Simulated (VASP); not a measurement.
# SrB: single point with r2SCAN

Crystal: SrB.

```xyz
2
Lattice="0.0000 3.0315 3.0315 3.0315 0.0000 3.0315 3.0315 3.0315 0.0000" Properties=species:S:1:pos:R:3 pbc="T T T"
Sr    3.0315    3.0315    3.0315
B     0.0000    0.0000    0.0000
```

This cell differs from its parent crystal: volume scaled by 1.040.

| Quantity | Value |
| --- | --- |
| Program | VASP 6.6.1 |
| Task | single point |
| Functional | r2SCAN |
| Potentials or basis | VASP PAW PBE potentials, release 64 (Sr_sv, B) |
| Cutoff | 520 eV |
| k mesh | 10 × 10 × 10 |
| Occupations | gaussian, width 0.05 eV |
| Spin | no spin polarisation |
| Dipole correction | no |
| Further INCAR settings | ALGO = Normal; EDIFF = 1e-06; NBANDS = 14 |

- Pressure: -1.3 GPa

Levels at points of the mesh, in eV from the Fermi level:
```
           k point  band 2  band 3  band 4  band 5  band 6  band 7  band 8  band 9  band 10  band 11
(0.00, 0.00, 0.00)  -17.54  -17.54  -17.54   -7.04    1.64    1.64    1.64    3.83     3.83     3.83
(0.50, 0.00, 0.00)  -17.79  -17.57  -17.57   -5.46   -2.13    0.02    0.02    5.27     6.04     6.26
(0.50, 0.50, 0.00)  -17.75  -17.63  -17.63   -5.92   -0.83    0.85    0.85    1.65     6.24     6.77
```

Run time: 41 s on 1 thread of Intel(R) Xeon(R) 6975P-C (Granite Rapids), with other jobs on the host, peak memory 0.21 GiB.

Caveat: the PAW data sets were made with another functional, which shifts forces and pressure a little.
